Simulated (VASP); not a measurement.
ScNb:

```xyz
2
Lattice="3.0656 0.0000 0.0000 -1.5328 2.6549 0.0000 0.0000 0.0000 5.0722" Properties=species:S:1:pos:R:3 pbc="T T T"
Sc    0.0000    0.0000    0.0000
Nb    0.0000    1.7700    2.5361
```

Program: VASP 6.6.1. Alike in all runs: task single point; level PBE; potentials or basis VASP PAW PBE potentials, release 64 (Sc_sv, Nb_sv); no spin polarisation; cell as given; cutoff (eV) 520. Hardware: 1 thread of AMD EPYC 7R43 64-Core Processor (Zen 3), with other jobs on the host.

**Question.** Order these runs on this cell by their wall time, lowest first.
A. k mesh 1 × 6 × 2; smearing methfessel-paxton 0.1 eV
B. k mesh 3 × 3 × 2; smearing gaussian 0.1 eV
C. k mesh 7 × 2 × 5; smearing fermi-dirac 0.25852 eV
D. k mesh 6 × 6 × 4; smearing gaussian 0.1 eV

**Answer.** A (10 s), B (28 s), D (82 s), C (170 s).

Caveats: all runs use coarse meshes.
